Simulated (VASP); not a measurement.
# Hf (Fm-3m) in VASP: notebook

The runs below take Hf through single point, with r2SCAN.

All numbers are computed with VASP 6.6.1; they aren't measurements. Logs are shortened: lines on timing, memory, paths and dates and some standing lists are left out, and cuts for length are marked.

**1. The cell of the first run**

The structure is cubic, space group Fm-3m (No. 225). Conventional cell: a = 4.375 Å, b = 4.375 Å, c = 4.375 Å, α = 90.00°, β = 90.00°, γ = 90.00°. Within 4.1 Å of Hf (site symmetry m-3m) lie 12 Hf at 3.09 Å.

**2. Single point, r2SCAN**

Input file POSCAR:

```
Hf
1.0
    0.0000000000      2.1874114473      2.1874114473
    2.1874114473      0.0000000000      2.1874114473
    2.1874114473      2.1874114473      0.0000000000
Hf
1
Direct
    0.0000000000      0.0000000000      0.0000000000
```

Input file INCAR.step1:

```
PREC = Accurate
ENCUT = 520
ISMEAR = 0
SIGMA = 0.1
LREAL = F
LASPH = T
NELM = 60
NBANDS = 11
GGA = PE
ALGO = Normal
EDIFF = 1E-4
LWAVE = T
LCHARG = F
```

Input file INCAR.step2:

```
PREC = Accurate
ENCUT = 520
EDIFF = 1E-7
ISMEAR = 0
SIGMA = 0.1
LREAL = F
LASPH = T
NELM = 60
ALGO = Normal
ISIF = 2
LWAVE = F
LCHARG = F
METAGGA = R2SCAN
LMIXTAU = T
NBANDS = 11
ISTART = 1
```

Input file KPOINTS:

```
Automatic mesh
0
Gamma
  8 8 8
```

Potentials or basis: VASP PAW PBE potentials, release 64 (Hf_pv).

Launch:

```console
$ cat potpaw_PBE.64/Hf_pv/POTCAR > POTCAR
$ cp INCAR.step1 INCAR
$ mpirun -np 1 vasp_std > vasp.out
$ cp INCAR.step2 INCAR
$ mpirun -np 1 vasp_std > vasp.out
```

OUTCAR:

```text
PREC = Accurate
   ENCUT = 520
   EDIFF = 1E-7
   ISMEAR = 0
   LREAL = F
   LASPH = T
   NELM = 60
   ISIF = 2
   METAGGA = R2SCAN
   ISTART = 1

 ion  position               nearest neighbor table
   1  0.000  0.000  0.000-

  LATTYP: Found a face centered cubic cell.
 ALAT       =     4.3748228946

  Lattice vectors:

 A1 = (   0.0000000000,   2.1874114473,   2.1874114473)
 A2 = (   2.1874114473,   0.0000000000,   2.1874114473)
 A3 = (   2.1874114473,   2.1874114473,   0.0000000000)

Analysis of symmetry for initial positions (statically):
=====================================================================
 Subroutine PRICEL returns:
 Original cell was already a primitive cell.

 Routine SETGRP: Setting up the symmetry group for a
 face centered cubic supercell.

 Subroutine GETGRP returns: Found 48 space group operations
 (whereof 48 operations were pure point group operations)
 out of a pool of 48 trial point group operations.

The static configuration has the point symmetry O_h .

Analysis of symmetry for dynamics (positions and initial velocities):
=====================================================================
 Subroutine PRICEL returns:
 Original cell was already a primitive cell.

 Routine SETGRP: Setting up the symmetry group for a
 face centered cubic supercell.

 Subroutine GETGRP returns: Found 48 space group operations
 (whereof 48 operations were pure point group operations)
 out of a pool of 48 trial point group operations.

The dynamic configuration has the point symmetry O_h .

 Subroutine INISYM returns: Found 48 space group operations
 (whereof 48 operations are pure point group operations),
 and found     1 'primitive' translations

----------------------------------------------------------------------------------------

                                     Primitive cell

  volume of cell :      20.9325

  direct lattice vectors                    reciprocal lattice vectors
     0.000000000  2.187411447  2.187411447    -0.228580682  0.228580682  0.228580682
     2.187411447  0.000000000  2.187411447     0.228580682 -0.228580682  0.228580682
     2.187411447  2.187411447  0.000000000     0.228580682  0.228580682 -0.228580682

  length of vectors
     3.093466935  3.093466935  3.093466935     0.395913355  0.395913355  0.395913355

  position of ions in fractional coordinates (direct lattice)
     0.000000000  0.000000000  0.000000000

  ion indices of the primitive-cell ions
   primitive index   ion index
[... 73 lines left out ...]
   EDIFF  = 0.1E-06   stopping-criterion for ELM
   LREAL  =      F    real-space projection
   EDIFFG = 0.1E-05   stopping-criterion for IOM
   NSW    =      0    number of steps for IOM
   IBRION =     -1    ionic relax: 0-MD 1-quasi-New 2-CG
   NFREE  =      0    steps in history (QN), initial steepest desc. (CG)
   ISIF   =      2    stress and relaxation
   ISYM   =      2    0-nonsym 1-usesym 2-fastsym
   POTIM  = 0.5000    time-step for ionic-motion
   TEBEG  =    0.0;   TEEND  =   0.0 temperature during run
   PSTRESS=    0.0 pullay stress
   NELECT =      10.0000    total number of electrons
   NUPDOWN=      -1.0000    fix difference up-down
   EMIN   =  10.00;   EMAX   =-10.00  energy-range for DOS
   EFERMI =   0.00;   METHOD = LEGACY
   ISMEAR =     0;   SIGMA  =   0.10  broadening in eV -4-tet -1-fermi 0-gaus
   EFERMI_NEDOS =   21; number of points for ismear=-14 and -15
   IALGO  =     38    algorithm
   IMIX   =      4    mixing-type and parameters
     AMIX     =   0.40;   BMIX     =  1.00
     AMIX_MAG =   1.60;   BMIX_MAG =  1.00
  volume/ion in A,a.u.               =      20.93       141.26
  Fermi-wavevector in a.u.,A,eV,Ry     =   1.279777  2.418428 22.284024  1.637830
  Thomas-Fermi vector in A             =   2.412243
   LORBIT       =      0    0 simple, 1 ext, 2 COOP (PROOUT), +10 PAW based schemes
   METAGGA = R2SCAN    functional components
   LHFCALC =     F    Hartree Fock is set to
   AEXX    =    0.0000 exact exchange contribution
   IVDW    =     0    specifies the selected vdW correction
   LEPSILON=     F    determine dielectric tensor
   LRPA    =     F    only Hartree local field effects (RPA)
 non-spin polarized calculation
 Gauss-broadening in eV      SIGMA  =   0.10
  energy-cutoff  :      520.00
  volume of cell :       20.93
 maximum number of plane-waves:       588
   NGX = 11   NGY = 11   NGZ = 11

 number of electron      10.0000001 magnetization

 Free energy of the ion-electron system (eV)
  ---------------------------------------------------
  ext. energy  EPLUGINS =         0.00000000
  ---------------------------------------------------
  free energy    TOTEN  =       -45.02731264 eV

  energy without entropy =      -45.02269487  energy(sigma->0) =      -45.02500375

 E-fermi :   5.1228     XC(G=0): -12.5110

 val. band max:        5.0292284020   @ k =  -0.2500   0.2500   0.0000
 cond. band min:       5.1809981999   @ k =   0.3750   0.0000   0.0000
 fundamental gap:      0.1517697979
 Fermi energy:         5.1227888320

 k-point     1 :       0.0000    0.0000    0.0000
  band No.  band energies     occupation
      1     -25.7899      2.00000
      2     -25.7899      2.00000
      3     -25.7898      2.00000
      4      -2.6973      2.00000
      5       6.7063      0.00000
      6       6.7063      0.00000
      7       6.7063      0.00000
      8       9.9469      0.00000
      9       9.9469      0.00000
     10      17.1262      0.00000
     11      17.3043      0.00000
[... 309 lines left out ...]
 k-point    24 :      -0.3750    0.2500    0.1250
  band No.  band energies     occupation
      1     -26.6941      2.00000
      2     -26.2048      2.00000
      3     -26.0129      2.00000
      4       2.6249      2.00000
      5       4.0953      2.00000
      6       5.5202      0.00000
      7       7.7991      0.00000
      8      11.5528      0.00000
      9      13.8120      0.00000
     10      14.8608      0.00000
     11      17.3046      0.00000

 [... further k-points ...]
[... 5 lines left out ...]
  --------------------------------------------------------------------------------------
  -------------------------------------------------------------------------------------
  Total        0.9934435      0.9934435      0.9934435      0.0000000      0.0000000     -0.0000000
  in kB       76.0382878     76.0382878     76.0382878      0.0000000      0.0000000     -0.0000000
  external PRESSURE =      76.0382878 kB  Pullay stress =       0.0000000 kB

 VOLUME and BASIS-vectors are now :
 -----------------------------------------------------------------------------
  energy-cutoff  :      520.00
  volume of cell :       20.93
      direct lattice vectors                 reciprocal lattice vectors
     0.000000000  2.187411447  2.187411447    -0.228580682  0.228580682  0.228580682
     2.187411447  0.000000000  2.187411447     0.228580682 -0.228580682  0.228580682
     2.187411447  2.187411447  0.000000000     0.228580682  0.228580682 -0.228580682

 POSITION                                       TOTAL-FORCE (eV/Angst)
 -----------------------------------------------------------------------------------
      0.00000      0.00000      0.00000         0.000000      0.000000     -0.000000
 -----------------------------------------------------------------------------------
    total drift:                                0.000000      0.000000      0.000000

  FREE ENERGIE OF THE ION-ELECTRON SYSTEM (eV)
  ---------------------------------------------------
  free  energy   TOTEN  =       -45.0273126431 eV

  energy  without entropy=      -45.0226948653  energy(sigma->0) =      -45.02500375
```

OUTCAR.step1:

```text
PREC = Accurate
   ENCUT = 520
   ISMEAR = 0
   LREAL = F
   LASPH = T
[... 551 lines left out ...]

 POSITION                                       TOTAL-FORCE (eV/Angst)
 -----------------------------------------------------------------------------------
      0.00000      0.00000      0.00000         0.000000      0.000000      0.000000
 -----------------------------------------------------------------------------------
    total drift:                               -0.000000      0.000000     -0.000000

  FREE ENERGIE OF THE ION-ELECTRON SYSTEM (eV)
  ---------------------------------------------------
  free  energy   TOTEN  =        -9.8082950913 eV

  energy  without entropy=       -9.7995357143  energy(sigma->0) =       -9.80391540
```

Wall time 22 s (1 thread of Intel Xeon Platinum 8488C (Sapphire Rapids), shared host); peak memory 0.14 GiB.

Results:

```
Free energy            : -45.0273 eV
Pressure               : 7.6 GPa
Band gap on the k mesh : zero (band 5 reaches 6.71 eV, above the bottom of band 6 at 4.63 eV)
```

Levels at points of the mesh, in eV from the Fermi level:
```
           k point  band 1  band 2  band 3  band 4  band 5  band 6  band 7  band 8  band 9  band 10
(0.00, 0.00, 0.00)  -30.91  -30.91  -30.91   -7.82    1.58    1.58    1.58    4.82    4.82    12.00
(0.50, 0.00, 0.00)  -31.96  -31.05  -31.05   -3.98    0.57    1.35    1.35    7.11    7.11    10.85
(0.50, 0.50, 0.00)  -31.89  -31.28  -31.28   -3.67   -2.48    2.78    7.19    7.76    7.76    10.93
```

Caveat: the PAW data sets were made with another functional, which shifts forces and pressure a little; spin-orbit coupling is left out, which moves the levels of the heavy elements.

**3. Single point, r2SCAN**

This run uses another cell than the first one, of 22.60 Å³/atom, 1.080 times its volume.

Input file POSCAR:

```
Hf
1.0
    0.0000000000      2.2441030966      2.2441030966
    2.2441030966      0.0000000000      2.2441030966
    2.2441030966      2.2441030966      0.0000000000
Hf
1
Direct
    0.0000000000      0.0000000000      0.0000000000
```

Input file INCAR.step1:

```
ALGO = Normal
EDIFF = 1E-4
ENCUT = 520
GGA = PE
ISMEAR = 0
LASPH = T
LCHARG = F
LREAL = F
LWAVE = T
NBANDS = 11
NELM = 100
PREC = Accurate
SIGMA = 0.1
```

Input file INCAR.step2:

```
ALGO = Normal
EDIFF = 1E-6
ENCUT = 520
ISIF = 2
ISMEAR = 0
ISTART = 1
LASPH = T
LCHARG = F
LMIXTAU = T
LREAL = F
LWAVE = F
METAGGA = R2SCAN
NBANDS = 11
NELM = 100
PREC = Accurate
SIGMA = 0.1
```

Input file KPOINTS:

```
k-points
0
Gamma
  8 8 8
```

Potentials or basis: VASP PAW PBE potentials, release 64 (Hf_pv).

Launch:

```console
$ cat potpaw_PBE.64/Hf_pv/POTCAR > POTCAR
$ cp INCAR.step1 INCAR
$ mpirun -np 1 vasp_std > vasp.out
$ cp INCAR.step2 INCAR
$ mpirun -np 1 vasp_std > vasp.out
```

It took 29 s on 1 thread of Intel Xeon Platinum 8488C (Sapphire Rapids), shared host; peak memory 0.14 GiB.

Results (log left out):

- Free energy: -45.0597 eV
- Pressure: -1.0 GPa
- Band gap on the k mesh: zero (band 5 reaches 6.13 eV, above the bottom of band 6 at 4.10 eV)

Levels at points of the mesh, in eV from the Fermi level:
```
           k point  band 1  band 2  band 3  band 4  band 5  band 6  band 7  band 8  band 9  band 10
(0.00, 0.00, 0.00)  -31.24  -31.24  -31.24   -7.60    1.52    1.52    1.52    4.48    4.48    11.73
(0.50, 0.00, 0.00)  -32.05  -31.35  -31.35   -3.78    0.26    1.33    1.33    6.53    6.53     9.79
(0.50, 0.50, 0.00)  -32.00  -31.53  -31.53   -3.35   -2.21    2.30    6.61    7.10    7.10    10.19
```

Caveat: the PAW data sets were made with another functional, which shifts forces and pressure a little; spin-orbit coupling is left out, which moves the levels of the heavy elements.
